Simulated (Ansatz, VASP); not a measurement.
## GaN in VASP and in Ansatz

INCAR

```
SYSTEM = GaN
  ALGO = Normal
  EDIFF = 1E-6
  ENCUT = 520
  ISIF = 2
  ISMEAR = 0
  LASPH = .True.
  LCHARG = .True.
  LELF = .True.
  LREAL = .False.
  LVHAR = .True.
  LWAVE = .False.
  NBANDS = 16
  NELM = 100
  PREC = Accurate
  SIGMA = 0.03
```

File KPOINTS:

```
k-points
0
Gamma
  14 14 14
  0 0 0
```

POSCAR

```
GaN
1.0
    0.0000000000      2.1032064750      2.1992920500
    2.1032064750      0.0000000000      2.1992920500
    2.1032064750      2.1032064750      0.0000000000
Ga N
1 1
Direct
    0.0000000000      0.0000000000      0.0000000000
    0.5000000000      0.5000000000      0.5000000000
```

Input for Ansatz:

```yaml
crystal:
  lattice:
    - [0.0, 2.103206475, 2.19929205]
    - [2.103206475, 0.0, 2.19929205]
    - [2.103206475, 2.103206475, 0.0]
  atoms:
    - { symbol: Ga, position: [0.0, 0.0, 0.0] }
    - { symbol: "N", position: [0.5, 0.5, 0.5] }
basis:
  ecutwfc: 420
kpoints:
  mp_grid: { grid: [14, 14, 14] }
hamiltonian:
  xc: lda
scf:
  occupations: { method: gaussian, width: 0.03 }
output:
  forces: true
  stress: true
  eigenvalues: true
```

Change from the starting cell: strain -0.015 along x and y, +0.030 along z, atoms carried along.

Alike in both runs: task single point; functional LDA; k mesh 14 × 14 × 14; occupations gaussian, width 0.03 eV; no spin polarisation.

```csv
,VASP,Ansatz
version,VASP 6.6.1,Ansatz 0.2.0
potentials or method,"VASP PAW LDA potentials, release 64 (Ga_d, N), cutoff 520 eV","scalar-relativistic, plane waves, PAW"
valence electrons in the cell,18,18
```

```csv
,VASP,Ansatz,Ansatz less VASP
gap on the k mesh at the Fermi level (eV),0.06,0.04,-0.018
least direct gap on the mesh (eV),2.22,2.19,-0.027
pressure (GPa),-11.7,-12.9,-1.16
"traceless stress, the component that is largest in VASP (GPa)",-3.84,-3.58,+0.250
```

LDA's correlation is that of Perdew and Zunger in VASP and of Perdew and Wang (1992) in Ansatz.
